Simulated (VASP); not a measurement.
Input of a VASP 6.6.1 run:

The input INCAR:

```
SYSTEM = La3O
ALGO = Normal
EDIFF = 1E-6
ENCUT = 600
GGA = PE
GGA_COMPAT = .False.
ISIF = 2
ISMEAR = 0
LASPH = .True.
LCHARG = .True.
LELF = .True.
LMAXMIX = 6
LREAL = .False.
LVHAR = .True.
LWAVE = .False.
NBANDS = 49
NELM = 200
PREC = Accurate
SIGMA = 0.1
```

Contents of KPOINTS:

```
k-points
0
Gamma
  6 6 6
  0 0 0
```

POSCAR

```
La3O
1.0
    6.0043544724      0.0000000000      0.0000000000
    0.0000000000      6.0043544724      0.0000000000
    0.0000000000      0.0000000000      6.0043544724
La O
6 2
Direct
    0.2500000000      0.0000000000      0.5000000000
    0.7500000000      0.0000000000      0.5000000000
    0.0000000000      0.5000000000      0.2500000000
    0.0000000000      0.5000000000      0.7500000000
    0.5000000000      0.7500000000      0.0000000000
    0.5000000000      0.2500000000      0.0000000000
    0.0000000000      0.0000000000      0.0000000000
    0.5000000000      0.5000000000      0.5000000000
```

Potentials or basis: VASP PAW PBE potentials, release 64 (La, O).

Launch:

```bash
$ cat potpaw_PBE.64/La/POTCAR potpaw_PBE.64/O/POTCAR > POTCAR
$ mpirun -np 1 vasp_std > vasp.out
```

(1) What does it give for the pressure?

(2) Estimate the band gap on the k mesh.

## Answers

(1) 0.0 GPa.

(2) zero (bands 39 and 40 overlap by 0.88 eV).

Caveat: spin-orbit coupling is left out, which moves the levels of the heavy elements.
